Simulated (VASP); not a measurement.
# Pb (Fm-3m) in VASP: a series of runs, part 2 of 3

VASP 6.6.1.

## Step 3: Electric field gradients, PBE

This run uses another cell than the first one, of 30.13 Å³/atom, 1.020 times its volume.

File INCAR:

```
SYSTEM = Pb
ALGO     = Normal         ! electronic algorithm
EDIFF    = 1E-8           ! SCF threshold, eV
ENCUT    = 520            ! plane-wave cutoff, eV
GGA      = PE             ! functional
ISIF     = 2              ! what is computed and relaxed
ISMEAR   = -1             ! smearing method
LASPH    = .TRUE.         ! aspherical terms in the spheres
LCHARG   = .FALSE.        ! write CHGCAR
LEFG     = .TRUE.       
LREAL    = .FALSE.        ! projectors in reciprocal space
LWAVE    = .FALSE.        ! write WAVECAR
NBANDS   = 13             ! bands
NELM     = 100            ! most SCF steps
PREC     = Accurate       ! precision mode
SIGMA    = 0.08           ! smearing width, eV
```

File KPOINTS:

```
k-points
0
G
  13 13 13
  0 0 0
```

File POSCAR:

```
Pb
1.0
    0.0000000000      2.4698000000      2.4698000000
    2.4698000000      0.0000000000      2.4698000000
    2.4698000000      2.4698000000      0.0000000000
Pb
1
Direct
    0.0000000000      0.0000000000      0.0000000000
```

Potentials or basis: VASP PAW PBE potentials, release 64 (Pb_d).

Run with:

```console
cat potpaw_PBE.64/Pb_d/POTCAR > POTCAR
mpirun -np 1 vasp_std > vasp.out
```

OUTCAR:

```text
SYSTEM = Pb
   EDIFF = 1E-8
   ENCUT = 520
   GGA = PE
   ISIF = 2
   ISMEAR = -1
   LASPH = .TRUE.
   LREAL = .FALSE.
   NELM = 100
   PREC = Accurate

 ion  position               nearest neighbor table
   1  0.000  0.000  0.000-

  LATTYP: Found a face centered cubic cell.
 ALAT       =     4.9396000000

  Lattice vectors:

 A1 = (   0.0000000000,   2.4698000000,   2.4698000000)
 A2 = (   2.4698000000,   0.0000000000,   2.4698000000)
 A3 = (   2.4698000000,   2.4698000000,   0.0000000000)

Analysis of symmetry for initial positions (statically):
=====================================================================
 Subroutine PRICEL returns:
 Original cell was already a primitive cell.

 Routine SETGRP: Setting up the symmetry group for a
 face centered cubic supercell.

 Subroutine GETGRP returns: Found 48 space group operations
[... 9 lines left out ...]

 Routine SETGRP: Setting up the symmetry group for a
 face centered cubic supercell.

 Subroutine GETGRP returns: Found 48 space group operations
[... 11 lines left out ...]
                                     Primitive cell

  volume of cell :      30.1311

  direct lattice vectors                    reciprocal lattice vectors
     0.000000000  2.469800000  2.469800000    -0.202445542  0.202445542  0.202445542
     2.469800000  0.000000000  2.469800000     0.202445542 -0.202445542  0.202445542
     2.469800000  2.469800000  0.000000000     0.202445542  0.202445542 -0.202445542

  length of vectors
     3.492824656  3.492824656  3.492824656     0.350645965  0.350645965  0.350645965

  position of ions in fractional coordinates (direct lattice)
     0.000000000  0.000000000  0.000000000

  ion indices of the primitive-cell ions
   primitive index   ion index
                 1           1

----------------------------------------------------------------------------------------

 KPOINTS: k-points

Automatic generation of k-mesh.
 Grid dimensions read from file:
 generate k-points for:   13   13   13

 Generating k-lattice:

  Cartesian coordinates                     Fractional coordinates (reciprocal lattice)
    -0.015572734  0.015572734  0.015572734     0.076923077  0.000000000  0.000000000
     0.015572734 -0.015572734  0.015572734     0.000000000  0.076923077  0.000000000
     0.015572734  0.015572734 -0.015572734     0.000000000  0.000000000  0.076923077

  Length of vectors
     0.026972767  0.026972767  0.026972767

  Shift w.r.t. Gamma in fractional coordinates (k-lattice)
     0.000000000  0.000000000  0.000000000

 Subroutine IBZKPT returns following result:
 ===========================================

 Found     84 irreducible k-points:

 Following reciprocal coordinates:
            Coordinates               Weight
  0.000000  0.000000  0.000000      1.000000
  0.076923  0.000000  0.000000      8.000000
  0.153846  0.000000  0.000000      8.000000
  0.230769  0.000000  0.000000      8.000000
  0.307692  0.000000  0.000000      8.000000
  0.384615  0.000000  0.000000      8.000000
[... 16 lines left out ...]
  0.384615  0.153846  0.000000     24.000000
[... 25 lines left out ...]
   NFREE  =      0    steps in history (QN), initial steepest desc. (CG)
   ISIF   =      2    stress and relaxation
   ISYM   =      2    0-nonsym 1-usesym 2-fastsym
   POTIM  = 0.5000    time-step for ionic-motion
   TEBEG  =    0.0;   TEEND  =   0.0 temperature during run
   PSTRESS=    0.0 pullay stress
   NELECT =      14.0000    total number of electrons
   NUPDOWN=      -1.0000    fix difference up-down
   EMIN   =  10.00;   EMAX   =-10.00  energy-range for DOS
   EFERMI =   0.00;   METHOD = LEGACY
   ISMEAR =    -1;   SIGMA  =   0.08  broadening in eV -4-tet -1-fermi 0-gaus
   EFERMI_NEDOS =   21; number of points for ismear=-14 and -15
   IALGO  =     38    algorithm
   IMIX   =      4    mixing-type and parameters
     AMIX     =   0.40;   BMIX     =  1.00
     AMIX_MAG =   1.60;   BMIX_MAG =  1.00
  volume/ion in A,a.u.               =      30.13       203.33
  Fermi-wavevector in a.u.,A,eV,Ry     =   1.267980  2.396135 21.875082  1.607773
  Thomas-Fermi vector in A             =   2.401099
   LORBIT       =      0    0 simple, 1 ext, 2 COOP (PROOUT), +10 PAW based schemes
   GGA     = PE    functional components
   LHFCALC =     F    Hartree Fock is set to
   AEXX    =    0.0000 exact exchange contribution
   IVDW    =     0    specifies the selected vdW correction
   LEPSILON=     F    determine dielectric tensor
   LRPA    =     F    only Hartree local field effects (RPA)
 non-spin polarized calculation
  energy-cutoff  :      520.00
  volume of cell :       30.13
 maximum number of plane-waves:       869
 NGX is ok and might be reduce to    28
   NGX = 13   NGY = 13   NGZ = 13

 number of electron      13.9999999 magnetization

 Free energy of the ion-electron system (eV)
  ---------------------------------------------------
  ext. energy  EPLUGINS =         0.00000000
  ---------------------------------------------------
  free energy    TOTEN  =        -3.55271588 eV

  energy without entropy =       -3.54096954  energy(sigma->0) =       -3.54684271

 E-fermi :   7.4337     XC(G=0): -10.2151

 val. band max:        7.4079314905   @ k =  -0.2308   0.1538   0.0000
 cond. band min:       7.4852870868   @ k =   0.3846   0.2308   0.0769
 fundamental gap:      0.0773555963
 Fermi energy:         7.4336866088

 k-point     1 :       0.0000    0.0000    0.0000
  band No.  band energies     occupation
      1      -9.7235      2.00000
      2      -9.7235      2.00000
      3      -9.7235      2.00000
      4      -9.5811      2.00000
      5      -9.5811      2.00000
      6      -4.4440      2.00000
      7      14.8219      0.00000
      8      14.8219      0.00000
      9      14.8219      0.00000
     10      17.1203      0.00000
     11      18.7754      0.00000
     12      19.8846      0.00000
     13      19.8846      0.00000
[... 354 lines left out ...]
  band No.  band energies     occupation
      1      -9.7579      2.00000
      2      -9.6883      2.00000
      3      -9.6498      2.00000
      4      -9.5223      2.00000
      5      -9.4412      2.00000
      6      -1.0610      2.00000
      7       4.4767      2.00000
      8      10.6190      0.00000
      9      11.7298      0.00000
     10      15.0519      0.00000
     11      19.6114      0.00000
     12      20.5317      0.00000
     13      21.1396      0.00000

 [... further k-points ...]
[... 5 lines left out ...]
  --------------------------------------------------------------------------------------
  -------------------------------------------------------------------------------------
  Total        0.5069150      0.5069150      0.5069150     -0.0000000     -0.0000000     -0.0000000
  in kB       26.9544447     26.9544447     26.9544447     -0.0000000     -0.0000000     -0.0000000
  external PRESSURE =      26.9544447 kB  Pullay stress =       0.0000000 kB

 VOLUME and BASIS-vectors are now :
 -----------------------------------------------------------------------------
  energy-cutoff  :      520.00
  volume of cell :       30.13
      direct lattice vectors                 reciprocal lattice vectors
     0.000000000  2.469800000  2.469800000    -0.202445542  0.202445542  0.202445542
     2.469800000  0.000000000  2.469800000     0.202445542 -0.202445542  0.202445542
     2.469800000  2.469800000  0.000000000     0.202445542  0.202445542 -0.202445542

 POSITION                                       TOTAL-FORCE (eV/Angst)
 -----------------------------------------------------------------------------------
      0.00000      0.00000      0.00000         0.000000      0.000000      0.000000
 -----------------------------------------------------------------------------------
    total drift:                               -0.000000     -0.000000     -0.000000

  FREE ENERGIE OF THE ION-ELECTRON SYSTEM (eV)
  ---------------------------------------------------
  free  energy   TOTEN  =        -3.5527158850 eV

  energy  without entropy=       -3.5409695415  energy(sigma->0) =       -3.54684271

 Electric field gradients (V/A^2)
---------------------------------------------------------------------
 ion       V_xx      V_yy      V_zz      V_xy      V_xz      V_yz
---------------------------------------------------------------------
   1       0.000    -0.000     0.000     0.001     0.001     0.001
---------------------------------------------------------------------

 Electric field gradients after diagonalization (V/A^2)
 (convention: |V_zz| > |V_xx| > |V_yy|)
----------------------------------------------------------------------
 ion       V_xx      V_yy      V_zz     asymmetry (V_yy - V_xx)/ V_zz
----------------------------------------------------------------------
   1      -0.001    -0.001     0.002       0.000
----------------------------------------------------------------------

           NMR quadrupolar parameters

 Cq : quadrupolar parameter    Cq=e*Q*V_zz/h
 eta: asymmetry parameters     (V_yy - V_xx)/ V_zz
 Q  : nuclear electric quadrupole moment in mb (millibarn)
----------------------------------------------------------------------
 ion       Cq(MHz)       eta       Q (mb)
----------------------------------------------------------------------
   1       0.000       0.000       1.000
----------------------------------------------------------------------
```

Run time: 56 s. Hardware: 1 thread of Intel Xeon 6975P-C, shared host; peak memory 0.18 GiB.

Results:

```
Free energy            : -3.5527 eV
Pressure               : 2.7 GPa
Band gap on the k mesh : zero (band 7 reaches 14.82 eV, above the bottom of band 8 at 5.67 eV)
```

Levels at points of the mesh, in eV from the Fermi level:
```tsv
k point	band 3	band 4	band 5	band 6	band 7	band 8	band 9	band 10	band 11	band 12
(0.00, 0.00, 0.00)	-17.16	-17.01	-17.01	-11.88	7.39	7.39	7.39	9.69	11.34	12.45
```

Caveat: without QUAD_EFG the Cq values of the log hold for a quadrupole moment of 1 mb, not for the nuclei; spin-orbit coupling is left out, which moves the levels of the heavy elements.

## Step 4: Electric field gradients, PBE (volume scaled by 1.02)

File INCAR:

```
SYSTEM = Pb
PREC     = Accurate       ! precision mode
ENCUT    = 520            ! plane-wave cutoff, eV
EDIFF    = 1E-8           ! SCF threshold, eV
ISMEAR   = -1             ! smearing method
SIGMA    = 0.08           ! smearing width, eV
LREAL    = .FALSE.        ! projectors in reciprocal space
LASPH    = .TRUE.         ! aspherical terms in the spheres
NELM     = 100            ! most SCF steps
ALGO     = Normal         ! electronic algorithm
ISIF     = 2              ! what is computed and relaxed
LWAVE    = .FALSE.        ! write WAVECAR
LCHARG   = .FALSE.        ! write CHGCAR
GGA      = PE             ! functional
LEFG     = .TRUE.       
NBANDS   = 13             ! bands
```

File KPOINTS:

```
Automatic mesh
0
G
  13 13 13
  0 0 0
```

File POSCAR:

```
Pb
1.0
    0.0000000000      2.4861567681      2.4861567681
    2.4861567681      0.0000000000      2.4861567681
    2.4861567681      2.4861567681      0.0000000000
Pb
1
Direct
    0.0000000000      0.0000000000      0.0000000000
```

Potentials or basis: VASP PAW PBE potentials, release 64 (Pb_d).

Run with:

```console
cat potpaw_PBE.64/Pb_d/POTCAR > POTCAR
mpirun -np 1 vasp_std > vasp.out
```

OUTCAR:

```text
SYSTEM = Pb
   PREC = Accurate
   ENCUT = 520
   EDIFF = 1E-8
   ISMEAR = -1
   LREAL = .FALSE.
   LASPH = .TRUE.
   NELM = 100
   ISIF = 2
   GGA = PE

 ion  position               nearest neighbor table
   1  0.000  0.000  0.000-

  LATTYP: Found a face centered cubic cell.
 ALAT       =     4.9723135362

  Lattice vectors:

 A1 = (   0.0000000000,   2.4861567681,   2.4861567681)
 A2 = (   2.4861567681,   0.0000000000,   2.4861567681)
 A3 = (   2.4861567681,   2.4861567681,   0.0000000000)

Analysis of symmetry for initial positions (statically):
=====================================================================
 Subroutine PRICEL returns:
 Original cell was already a primitive cell.

 Routine SETGRP: Setting up the symmetry group for a
 face centered cubic supercell.

 Subroutine GETGRP returns: Found 48 space group operations
[... 9 lines left out ...]

 Routine SETGRP: Setting up the symmetry group for a
 face centered cubic supercell.

 Subroutine GETGRP returns: Found 48 space group operations
[... 11 lines left out ...]
                                     Primitive cell

  volume of cell :      30.7337

  direct lattice vectors                    reciprocal lattice vectors
     0.000000000  2.486156768  2.486156768    -0.201113625  0.201113625  0.201113625
     2.486156768  0.000000000  2.486156768     0.201113625 -0.201113625  0.201113625
     2.486156768  2.486156768  0.000000000     0.201113625  0.201113625 -0.201113625

  length of vectors
     3.515956620  3.515956620  3.515956620     0.348339017  0.348339017  0.348339017

  position of ions in fractional coordinates (direct lattice)
     0.000000000  0.000000000  0.000000000

  ion indices of the primitive-cell ions
   primitive index   ion index
[... 131 lines left out ...]
      2      -9.9302      2.00000
      3      -9.9302      2.00000
      4      -9.7963      2.00000
      5      -9.7963      2.00000
      6      -4.5314      2.00000
      7      14.4442      0.00000
      8      14.4442      0.00000
      9      14.4442      0.00000
     10      16.8864      0.00000
     11      18.3013      0.00000
     12      19.5175      0.00000
     13      19.5175      0.00000
[... 354 lines left out ...]
  band No.  band energies     occupation
      1      -9.9614      2.00000
      2      -9.8959      2.00000
      3      -9.8606      2.00000
      4      -9.7399      2.00000
      5      -9.6641      2.00000
      6      -1.2421      2.00000
      7       4.3085      2.00000
      8      10.3276      0.00000
      9      11.4316      0.00000
     10      14.7835      0.00000
     11      19.2071      0.00000
     12      20.1676      0.00000
     13      20.7859      0.00000

 [... further k-points ...]
[... 5 lines left out ...]
  --------------------------------------------------------------------------------------
  -------------------------------------------------------------------------------------
  Total        0.3301629      0.3301629      0.3301629      0.0000000      0.0000000     -0.0000000
  in kB       17.2116804     17.2116804     17.2116804      0.0000000      0.0000000     -0.0000000
  external PRESSURE =      17.2116804 kB  Pullay stress =       0.0000000 kB

 VOLUME and BASIS-vectors are now :
 -----------------------------------------------------------------------------
  energy-cutoff  :      520.00
  volume of cell :       30.73
      direct lattice vectors                 reciprocal lattice vectors
     0.000000000  2.486156768  2.486156768    -0.201113625  0.201113625  0.201113625
     2.486156768  0.000000000  2.486156768     0.201113625 -0.201113625  0.201113625
     2.486156768  2.486156768  0.000000000     0.201113625  0.201113625 -0.201113625

 POSITION                                       TOTAL-FORCE (eV/Angst)
 -----------------------------------------------------------------------------------
      0.00000      0.00000      0.00000         0.000000      0.000000      0.000000
 -----------------------------------------------------------------------------------
    total drift:                               -0.000000     -0.000000     -0.000000

  FREE ENERGIE OF THE ION-ELECTRON SYSTEM (eV)
  ---------------------------------------------------
  free  energy   TOTEN  =        -3.5612892268 eV

  energy  without entropy=       -3.5492935749  energy(sigma->0) =       -3.55529140

 Electric field gradients (V/A^2)
---------------------------------------------------------------------
 ion       V_xx      V_yy      V_zz      V_xy      V_xz      V_yz
---------------------------------------------------------------------
   1       0.000    -0.000    -0.000     0.001     0.001     0.001
---------------------------------------------------------------------

 Electric field gradients after diagonalization (V/A^2)
 (convention: |V_zz| > |V_xx| > |V_yy|)
----------------------------------------------------------------------
 ion       V_xx      V_yy      V_zz     asymmetry (V_yy - V_xx)/ V_zz
----------------------------------------------------------------------
   1      -0.001    -0.001     0.001       0.000
----------------------------------------------------------------------

           NMR quadrupolar parameters

 Cq : quadrupolar parameter    Cq=e*Q*V_zz/h
 eta: asymmetry parameters     (V_yy - V_xx)/ V_zz
 Q  : nuclear electric quadrupole moment in mb (millibarn)
----------------------------------------------------------------------
 ion       Cq(MHz)       eta       Q (mb)
----------------------------------------------------------------------
   1       0.000       0.000       1.000
----------------------------------------------------------------------
```

OSZICAR:

```text
N       E                     dE             d eps       ncg     rms          rms(c)
DAV:   1     0.106859218189E+03    0.10686E+03   -0.71484E+03  2225   0.125E+03
DAV:   2     0.164153889469E+01   -0.10522E+03   -0.10198E+03  2294   0.308E+02
DAV:   3    -0.344916157072E+01   -0.50907E+01   -0.50701E+01  2700   0.740E+01
DAV:   4    -0.356681088988E+01   -0.11765E+00   -0.11762E+00  2704   0.119E+01
DAV:   5    -0.357224063863E+01   -0.54297E-02   -0.54295E-02  3072   0.241E+00    0.515E-01
DAV:   6    -0.356339711439E+01    0.88435E-02   -0.12596E-02  2836   0.195E+00    0.258E-01
DAV:   7    -0.356133006124E+01    0.20671E-02   -0.56071E-03  2884   0.122E+00    0.885E-02
DAV:   8    -0.356129362802E+01    0.36433E-04   -0.43048E-04  2908   0.333E-01    0.105E-02
DAV:   9    -0.356129010474E+01    0.35233E-05   -0.12134E-05  2887   0.610E-02    0.496E-03
DAV:  10    -0.356128922298E+01    0.88176E-06   -0.12001E-06  2574   0.100E-02    0.315E-04
DAV:  11    -0.356128922681E+01   -0.38269E-08   -0.38146E-08  2799   0.253E-03
   1 F= -.35612892E+01 E0= -.35552914E+01  d E =-.119957E-01
```

Run time: 46 s. Hardware: 1 thread of Intel Xeon 6975P-C, shared host; peak memory 0.18 GiB.

Results:

- Free energy: -3.5613 eV
- Pressure: 1.7 GPa
- Band gap on the k mesh: zero (band 7 reaches 14.44 eV, above the bottom of band 8 at 5.49 eV)

Caveat: the cell differs from its parent crystal (volume scaled by 1.02); without QUAD_EFG the Cq values of the log hold for a quadrupole moment of 1 mb, not for the nuclei; spin-orbit coupling is left out, which moves the levels of the heavy elements.

(Continued in part 3 of 3.)
